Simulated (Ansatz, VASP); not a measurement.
# Two plane-wave programs on AlN

INCAR

```
PREC = Accurate
ENCUT = 520
EDIFF = 1E-6
ISMEAR = 0
SIGMA = 0.05
LREAL = False
LASPH = True
NELM = 100
ALGO = Normal
ISIF = 2
LWAVE = False
LCHARG = True
GGA = PS
LELF = True
LVHAR = True
NBANDS = 16
```

The input KPOINTS:

```
Automatic mesh
0
Gamma
  9 9 6
```

Contents of POSCAR:

```
AlN
1.0
    3.3808000000      0.0000000000      0.0000000000
   -1.6904000000      2.9278586851      0.0000000000
    0.0000000000      0.0000000000      4.0584000000
Al N
2 2
Direct
    0.3333333333      0.6666666667      0.7500000000
    0.6666666667      0.3333333333      0.2500000000
    0.3333333333      0.6666666667      0.2500000000
    0.6666666667      0.3333333333      0.7500000000
```

Input for Ansatz:

```yaml
crystal:
  lattice:
    - [3.3808, 0.0, 0.0]
    - [-1.6904, 2.9278586851, 0.0]
    - [0.0, 0.0, 4.0584]
  atoms:
    - { symbol: Al, position: [0.3333333333, 0.6666666667, 0.75] }
    - { symbol: Al, position: [0.6666666667, 0.3333333333, 0.25] }
    - { symbol: "N", position: [0.3333333333, 0.6666666667, 0.25] }
    - { symbol: "N", position: [0.6666666667, 0.3333333333, 0.75] }
basis:
  ecutwfc: 520.0
kpoints:
  mp_grid: { grid: [9, 9, 6] }
hamiltonian:
  xc: pbesol
scf:
  occupations: { method: gaussian, width: 0.05 }
output:
  forces: true
  stress: true
  eigenvalues: true
  write_density: true
  write_potential: true
  elf: true
  volumetric_format: npy
```

Alike in both runs: task single point; functional PBEsol; k mesh 9 × 9 × 6; occupations gaussian, width 0.05 eV; no spin polarisation.

|  | VASP | Ansatz |
| --- | --- | --- |
| version | VASP 6.6.1 | Ansatz 0.2.0 |
| potentials or method | VASP PAW PBE potentials, release 64 (Al, N), cutoff 520 eV | scalar-relativistic, plane waves, PAW |
| valence electrons in the cell | 16 | 16 |

```csv
,VASP,Ansatz,Ansatz less VASP
gap on the k mesh at the Fermi level (eV),3.27,3.26,-0.011
least direct gap on the mesh (eV),3.27,3.26,-0.011
pressure (GPa),-5.9,-5.8,+0.09
"traceless stress, the component that is largest in VASP (GPa)",5.92,5.90,-0.025
```

VASP's potentials were made for PBE, not for PBEsol.
